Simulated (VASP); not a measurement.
# Sn3Se in VASP: further runs, part 2 of 2

VASP 6.6.1. Earlier steps stand in the parts before.

## Step 4: Single point, PBEsol

This run uses another cell than the first one, of 24.98 Å³/atom, 0.960 times its volume.

INCAR reads:

```
SYSTEM = Sn3Se
PREC = Accurate
ENCUT = 520
EDIFF = 1E-6
ISMEAR = -1
SIGMA = 0.05
LREAL = .FALSE.
LASPH = .TRUE.
NELM = 80
ALGO = Normal
ISIF = 2
LWAVE = .FALSE.
LCHARG = .FALSE.
GGA = PS
NBANDS = 32
```

KPOINTS reads:

```
regular mesh
0
G
  5 5 5
  0 0 0
```

POSCAR reads:

```
Sn3Se
1.0
    0.0000000000      3.6584752400      3.7331380000
    3.6584752400      0.0000000000      3.7331380000
    3.6584752400      3.6584752400      0.0000000000
Sn Se
3 1
Direct
    0.5000000000      0.5000000000      0.5000000000
    0.7500000000      0.7500000000      0.7500000000
    0.2500000000      0.2500000000      0.2500000000
    0.0000000000      0.0000000000      0.0000000000
```

Run with:

```console
cat potpaw_PBE.64/Sn_d/POTCAR potpaw_PBE.64/Se/POTCAR > POTCAR
mpirun -np 1 vasp_std > vasp.out
```

It took 31 s on 1 thread of AMD EPYC 9R45 (Zen 5), shared host; peak memory 0.22 GiB.

Results (log left out):

```
Free energy            : -16.6673 eV
Pressure               : -1.1 GPa
Band gap on the k mesh : zero (band 24 reaches 8.08 eV, above the bottom of band 25 at 6.22 eV)
```

Levels at points of the mesh, in eV from the Fermi level:
```csv
k point,band 20,band 21,band 22,band 23,band 24,band 25,band 26,band 27,band 28,band 29
"(0.00, 0.00, 0.00)",-3.02,-3.00,-2.64,-1.39,-1.39,-1.27,-0.72,-0.45,-0.45,4.00
```

Caveat: the PAW data sets were made with another functional, which shifts forces and pressure a little; spin-orbit coupling is left out, which moves the levels of the heavy elements.

## Step 5: Single point, PBEsol

This run uses another cell than the first one, of 25.50 Å³/atom, 0.980 times its volume.

INCAR reads:

```
SYSTEM = Sn3Se
PREC = Accurate ; ENCUT = 520
EDIFF = 1E-7 ; ISMEAR = -1
SIGMA = 0.05 ; LREAL = .FALSE.
LASPH = .TRUE. ; NELM = 60
ALGO = Normal ; ISIF = 2
LWAVE = .FALSE. ; LCHARG = .FALSE.
GGA = PS ; NBANDS = 32
```

KPOINTS reads:

```
Automatic mesh
0
G
  5 5 5
  0 0 0
```

POSCAR reads:

```
Sn3Se
1.0
    0.0000000000      3.6958066200      3.7331380000
    3.6958066200      0.0000000000      3.7331380000
    3.6958066200      3.6958066200      0.0000000000
Sn Se
3 1
Direct
    0.5000000000      0.5000000000      0.5000000000
    0.7500000000      0.7500000000      0.7500000000
    0.2500000000      0.2500000000      0.2500000000
    0.0000000000      0.0000000000      0.0000000000
```

Potentials or basis: VASP PAW PBE potentials, release 64 (Sn_d, Se).

Run with:

```console
cat potpaw_PBE.64/Sn_d/POTCAR potpaw_PBE.64/Se/POTCAR > POTCAR
mpirun -np 1 vasp_std > vasp.out
```

OUTCAR:

```text
SYSTEM = Sn3Se
   PREC = Accurate
   ENCUT = 520
   EDIFF = 1E-7
   ISMEAR = -1
   LREAL = .FALSE.
   LASPH = .TRUE.
   NELM = 60
   ISIF = 2
   GGA = PS

 ion  position               nearest neighbor table
   1  0.500  0.500  0.500-   3 3.21   3 3.21   3 3.21   2 3.21   3 3.21   2 3.21   2 3.21   2 3.21

   2  0.750  0.750  0.750-   1 3.21   1 3.21   1 3.21   1 3.21   4 3.21   4 3.21   4 3.21   4 3.21
                             3 3.70   3 3.70   3 3.70   3 3.70   3 3.73   3 3.73
   3  0.250  0.250  0.250-   4 3.21   4 3.21   4 3.21   1 3.21   4 3.21   1 3.21   1 3.21   1 3.21
                             2 3.70   2 3.70   2 3.70   2 3.70   2 3.73   2 3.73
   4  0.000  0.000  0.000-   2 3.21   2 3.21   2 3.21   2 3.21   3 3.21   3 3.21   3 3.21   3 3.21

  LATTYP: Found a body centered tetragonal cell.
 ALAT       =     5.2266598459
 C/A-ratio  =     1.4284985479

  Lattice vectors:

 A1 = (  -3.6958066200,   0.0000000000,   3.7331380000)
 A2 = (   3.6958066200,   0.0000000000,   3.7331380000)
 A3 = (   0.0000000000,   3.6958066200,  -3.7331380000)

Analysis of symmetry for initial positions (statically):
=====================================================================
 Subroutine PRICEL returns:
 Original cell was already a primitive cell.

 Routine SETGRP: Setting up the symmetry group for a
 body centered tetragonal supercell.

 Subroutine GETGRP returns: Found 16 space group operations
 (whereof 16 operations were pure point group operations)
 out of a pool of 16 trial point group operations.

The static configuration has the point symmetry D_4h.

Analysis of symmetry for dynamics (positions and initial velocities):
=====================================================================
 Subroutine PRICEL returns:
 Original cell was already a primitive cell.

 Routine SETGRP: Setting up the symmetry group for a
 body centered tetragonal supercell.

 Subroutine GETGRP returns: Found 16 space group operations
 (whereof 16 operations were pure point group operations)
 out of a pool of 16 trial point group operations.

The dynamic configuration has the point symmetry D_4h.

 Subroutine INISYM returns: Found 16 space group operations
 (whereof 16 operations are pure point group operations),
 and found     1 'primitive' translations

----------------------------------------------------------------------------------------

                                     Primitive cell

  volume of cell :     101.9818

  direct lattice vectors                    reciprocal lattice vectors
     0.000000000  3.695806620  3.733138000    -0.135288464  0.135288464  0.133935579
     3.695806620  0.000000000  3.733138000     0.135288464 -0.135288464  0.133935579
     3.695806620  3.695806620  0.000000000     0.135288464  0.135288464 -0.133935579

  length of vectors
     5.253123442  5.253123442  5.226659846     0.233548017  0.233548017  0.233548017

  position of ions in fractional coordinates (direct lattice)
     0.500000000  0.500000000  0.500000000
     0.750000000  0.750000000  0.750000000
     0.250000000  0.250000000  0.250000000
     0.000000000  0.000000000  0.000000000

  ion indices of the primitive-cell ions
   primitive index   ion index
                 1           1
[... 23 lines left out ...]
     0.000000000  0.000000000  0.000000000

 Subroutine IBZKPT returns following result:
 ===========================================

 Found     18 irreducible k-points:

 Following reciprocal coordinates:
            Coordinates               Weight
  0.000000  0.000000  0.000000      1.000000
  0.200000  0.000000  0.000000      8.000000
  0.400000  0.000000  0.000000      8.000000
  0.200000  0.200000  0.000000      2.000000
  0.400000  0.200000  0.000000      8.000000
 -0.400000  0.200000  0.000000      8.000000
[... 10 lines left out ...]
 -0.400000 -0.000000  0.400000      8.000000
 -0.400000  0.200000  0.400000      8.000000
   k-points           NKPTS =     18   k-points in BZ     NKDIM =     18   number of bands    NBANDS=     32
   number of dos      NEDOS =    301   number of ions     NIONS =      4
   total plane-waves  NPLWV =  64000
   dimension x,y,z NGX =    40 NGY =   40 NGZ =   40
   dimension x,y,z NGXF=    80 NGYF=   80 NGZF=   80
   ions per type =               3   1
   NGX,Y,Z   is equivalent  to a cutoff of  12.66, 12.66, 12.72 a.u.
   NGXF,Y,Z  is equivalent  to a cutoff of  25.32, 25.32, 25.45 a.u.
 SYSTEM =  Sn3Se
   PREC   = accura    normal or accurate (medium, high low for compatibility)
   ISTART =      0    job   : 0-new  1-cont  2-samecut
   ICHARG =      2    charge: 1-file 2-atom 10-const
   ISPIN  =      1    spin polarized calculation?
   LNONCOLLINEAR =      F non collinear calculations
   LSORBIT =      F    spin-orbit coupling
   LASPH  =      T    aspherical Exc in radial PAW
   ENCUT  =  520.0 eV  38.22 Ry    6.18 a.u.   9.77  9.77  9.72*2*pi/ulx,y,z
   NELM   =     60;   NELMIN=  2; NELMDL= -5     # of ELM steps
   EDIFF  = 0.1E-06   stopping-criterion for ELM
   LREAL  =      F    real-space projection
   EDIFFG = 0.1E-05   stopping-criterion for IOM
   NSW    =      0    number of steps for IOM
   IBRION =     -1    ionic relax: 0-MD 1-quasi-New 2-CG
   NFREE  =      0    steps in history (QN), initial steepest desc. (CG)
   ISIF   =      2    stress and relaxation
   ISYM   =      2    0-nonsym 1-usesym 2-fastsym
   POTIM  = 0.5000    time-step for ionic-motion
   TEBEG  =    0.0;   TEEND  =   0.0 temperature during run
   PSTRESS=    0.0 pullay stress
   NELECT =      48.0000    total number of electrons
   NUPDOWN=      -1.0000    fix difference up-down
   EMIN   =  10.00;   EMAX   =-10.00  energy-range for DOS
   EFERMI =   0.00;   METHOD = LEGACY
   ISMEAR =    -1;   SIGMA  =   0.05  broadening in eV -4-tet -1-fermi 0-gaus
   EFERMI_NEDOS =   21; number of points for ismear=-14 and -15
   IALGO  =     38    algorithm
   IMIX   =      4    mixing-type and parameters
     AMIX     =   0.40;   BMIX     =  1.00
     AMIX_MAG =   1.60;   BMIX_MAG =  1.00
  volume/ion in A,a.u.               =      25.50       172.05
  Fermi-wavevector in a.u.,A,eV,Ry     =   1.273448  2.406467 22.064143  1.621669
  Thomas-Fermi vector in A             =   2.406270
   LORBIT       =      0    0 simple, 1 ext, 2 COOP (PROOUT), +10 PAW based schemes
   GGA     = PS    functional components
   LHFCALC =     F    Hartree Fock is set to
   AEXX    =    0.0000 exact exchange contribution
   IVDW    =     0    specifies the selected vdW correction
   LEPSILON=     F    determine dielectric tensor
   LRPA    =     F    only Hartree local field effects (RPA)
 non-spin polarized calculation
  energy-cutoff  :      520.00
  volume of cell :      101.98
 maximum number of plane-waves:      2758
   NGX = 19   NGY = 19   NGZ = 19

 number of electron      48.0000017 magnetization

 Free energy of the ion-electron system (eV)
  ---------------------------------------------------
  ext. energy  EPLUGINS =         0.00000000
  ---------------------------------------------------
  free energy    TOTEN  =       -16.64799607 eV

  energy without entropy =      -16.62224542  energy(sigma->0) =      -16.63512075

 E-fermi :   7.2436     XC(G=0): -10.5295

 val. band max:        7.2069839765   @ k =   0.2000   0.0000   0.0000
 cond. band min:       7.3237640417   @ k =  -0.4000  -0.0000   0.4000
 fundamental gap:      0.1167800652
 Fermi energy:         7.2435706162

 k-point     1 :       0.0000    0.0000    0.0000
  band No.  band energies     occupation
      1     -14.1370      2.00000
      2     -14.1348      2.00000
      3     -14.0975      2.00000
      4     -14.0975      2.00000
      5     -14.0965      2.00000
      6     -14.0959      2.00000
[... 619 lines left out ...]
     31      12.8739      0.00000
     32      14.8338      0.00000

------------------------ aborting loop because EDIFF is reached ----------------------------------------

  FORCE on cell =-STRESS in cart. coord.  units (eV):
  Direction    XX          YY          ZZ          XY          YZ          ZX
  --------------------------------------------------------------------------------------
  -------------------------------------------------------------------------------------
  Total       -1.3355721     -1.3355721     -1.3663534      0.0000000      0.0000000     -0.0000000
  in kB      -20.9824112    -20.9824112    -21.4659992      0.0000000      0.0000000     -0.0000000
  external PRESSURE =     -21.1436072 kB  Pullay stress =       0.0000000 kB

 VOLUME and BASIS-vectors are now :
 -----------------------------------------------------------------------------
  energy-cutoff  :      520.00
  volume of cell :      101.98
      direct lattice vectors                 reciprocal lattice vectors
     0.000000000  3.695806620  3.733138000    -0.135288464  0.135288464  0.133935579
     3.695806620  0.000000000  3.733138000     0.135288464 -0.135288464  0.133935579
     3.695806620  3.695806620  0.000000000     0.135288464  0.135288464 -0.133935579

 POSITION                                       TOTAL-FORCE (eV/Angst)
 -----------------------------------------------------------------------------------
      3.69581      3.69581      3.73314        -0.000000     -0.000000     -0.000000
      5.54371      5.54371      5.59971        -0.000000     -0.000000      0.000000
      1.84790      1.84790      1.86657         0.000000      0.000000     -0.000000
      0.00000      0.00000      0.00000        -0.000000     -0.000000     -0.000000
 -----------------------------------------------------------------------------------
    total drift:                               -0.000000     -0.000000      0.000000

  FREE ENERGIE OF THE ION-ELECTRON SYSTEM (eV)
  ---------------------------------------------------
  free  energy   TOTEN  =       -16.6479960677 eV

  energy  without entropy=      -16.6222454228  energy(sigma->0) =      -16.63512075
```

OSZICAR:

```text
N       E                     dE             d eps       ncg     rms          rms(c)
DAV:   1     0.446805599165E+03    0.44681E+03   -0.23833E+04  1216   0.222E+03
DAV:   2     0.424406917197E+02   -0.40436E+03   -0.39169E+03  1152   0.557E+02
DAV:   3    -0.142263026531E+02   -0.56667E+02   -0.54856E+02  1416   0.175E+02
DAV:   4    -0.167247713769E+02   -0.24985E+01   -0.24929E+01  1256   0.394E+01
DAV:   5    -0.168005336416E+02   -0.75762E-01   -0.75742E-01  1592   0.722E+00    0.355E+00
DAV:   6    -0.166616163975E+02    0.13892E+00   -0.26615E-01  1568   0.645E+00    0.212E+00
DAV:   7    -0.166520211142E+02    0.95953E-02   -0.94056E-02  1344   0.226E+00    0.110E+00
DAV:   8    -0.166483229303E+02    0.36982E-02   -0.13274E-02  1608   0.813E-01    0.182E-01
DAV:   9    -0.166480102841E+02    0.31265E-03   -0.26860E-03  1368   0.573E-01    0.669E-02
DAV:  10    -0.166479972579E+02    0.13026E-04   -0.41146E-04  1512   0.185E-01    0.271E-02
DAV:  11    -0.166479968839E+02    0.37400E-06   -0.27892E-05  1656   0.444E-02    0.123E-02
DAV:  12    -0.166479959608E+02    0.92311E-06   -0.56211E-06  1344   0.255E-02    0.201E-03
DAV:  13    -0.166479961651E+02   -0.20431E-06   -0.67185E-07  1296   0.118E-02    0.683E-04
DAV:  14    -0.166479960677E+02    0.97420E-07   -0.35144E-08   736   0.181E-03
   1 F= -.16647996E+02 E0= -.16635121E+02  d E =-.257506E-01
```

stdout:

```text
POSCAR found type information on POSCAR SnSe
 POSCAR found :  2 types and       4 ions
 scaLAPACK will be used
 -----------------------------------------------------------------------------
|                                                                             |
|                                                                             |
|     You enforced a specific xc type in the INCAR file but a different       |
|     I HOPE YOU KNOW WHAT YOU ARE DOING!                                     |
|                                                                             |
 -----------------------------------------------------------------------------

 LDA part: xc-table for (Slater+PW92), standard interpolation
 POSCAR, INCAR and KPOINTS ok, starting setup
 FFT: planning ... GRIDC
 FFT: planning ... GRID_SOFT
 FFT: planning ... GRID
 WAVECAR not read
 entering main loop
```

It took 34 s on 1 thread of AMD EPYC 9R45 (Zen 5), shared host; peak memory 0.22 GiB.

Results:

| Item | Value |
| --- | --- |
| Free energy | -16.6480 eV |
| Pressure | -2.1 GPa |
| Band gap on the k mesh | zero (band 24 reaches 7.78 eV, above the bottom of band 25 at 5.99 eV) |

Levels at points of the mesh, in eV from the Fermi level:
```csv
k point,band 20,band 21,band 22,band 23,band 24,band 25,band 26,band 27,band 28,band 29
"(0.00, 0.00, 0.00)",-2.94,-2.93,-2.74,-1.31,-1.31,-1.25,-0.60,-0.47,-0.47,4.06
```

Caveat: the PAW data sets were made with another functional, which shifts forces and pressure a little; spin-orbit coupling is left out, which moves the levels of the heavy elements.

## Step 6: Single point, PBEsol

This run uses another cell than the first one, of 26.54 Å³/atom, 1.020 times its volume.

INCAR reads:

```
PREC = Accurate
ENCUT = 520
EDIFF = 1E-6
ISMEAR = -1
SIGMA = 0.05
LREAL = False
LASPH = True
NELM = 60
ALGO = Normal
ISIF = 2
LWAVE = False
LCHARG = True
GGA = PS
LELF = True
LVHAR = True
NBANDS = 32
```

KPOINTS reads:

```
regular mesh
0
Gamma
  5 5 5
```

POSCAR reads:

```
Sn3Se
1.0
    0.0000000000      3.7704693800      3.7331380000
    3.7704693800      0.0000000000      3.7331380000
    3.7704693800      3.7704693800      0.0000000000
Sn Se
3 1
Direct
    0.5000000000      0.5000000000      0.5000000000
    0.7500000000      0.7500000000      0.7500000000
    0.2500000000      0.2500000000      0.2500000000
    0.0000000000      0.0000000000      0.0000000000
```

Potentials or basis: VASP PAW PBE potentials, release 64 (Sn_d, Se).

Run with:

```console
cat potpaw_PBE.64/Sn_d/POTCAR potpaw_PBE.64/Se/POTCAR > POTCAR
mpirun -np 1 vasp_std > vasp.out
```

Run time: 31 s. Hardware: 1 thread of AMD EPYC 9R45 (Zen 5), shared host; peak memory 0.22 GiB.

It converged, with:

```yaml
Free_energy: -16.5705 eV
Pressure: -3.9 GPa
Band_gap_on_the_k_mesh: zero (band 24 reaches 7.32 eV, above the bottom of band 25 at 5.61 eV)
```

Stress tensor (GPa, compression positive):
```
-3.88  0.00  0.00
 0.00 -3.88  0.00
 0.00  0.00 -4.01
```

Levels at points of the mesh, in eV from the Fermi level:
```tsv
k point	band 21	band 22	band 23	band 24	band 25	band 26	band 27	band 28
(0.00, 0.00, 0.00)	-2.81	-2.81	-1.25	-1.19	-1.19	-0.53	-0.53	-0.40
```

Caveat: the PAW data sets were made with another functional, which shifts forces and pressure a little; spin-orbit coupling is left out, which moves the levels of the heavy elements.

## Step 7: Summary

| cell | gap on the mesh (eV) | pressure (GPa) |
| --- | --- | --- |
| a = 5.279 Å, angles 60.0°, 4 atoms | - | -3.1 |
| a = 5.175, b = 5.175, c = 5.068 Å, angles 60.7, 60.7, 58.6°, 4 atoms | none | 1.5 |
| a = 5.227, b = 5.227, c = 5.174 Å, angles 60.3, 60.3, 59.3°, 4 atoms | none | -1.1 |
| a = 5.253, b = 5.253, c = 5.227 Å, angles 60.2, 60.2, 59.7°, 4 atoms | none | -2.1 |
| a = 5.306, b = 5.306, c = 5.332 Å, angles 59.8, 59.8, 60.3°, 4 atoms | none | -3.9 |

Alike in all rows: task single point; level PBEsol; potentials or basis VASP PAW PBE potentials, release 64 (Sn_d, Se); no spin polarisation; k mesh 5 × 5 × 5; cutoff (eV) 520; smearing fermi-dirac 0.05 eV.

Caveats: the PAW data sets were made with another functional, which shifts forces and pressure a little; spin-orbit coupling is left out, which moves the levels of the heavy elements.

Absolute energies hang on the potentials; compare differences alone.
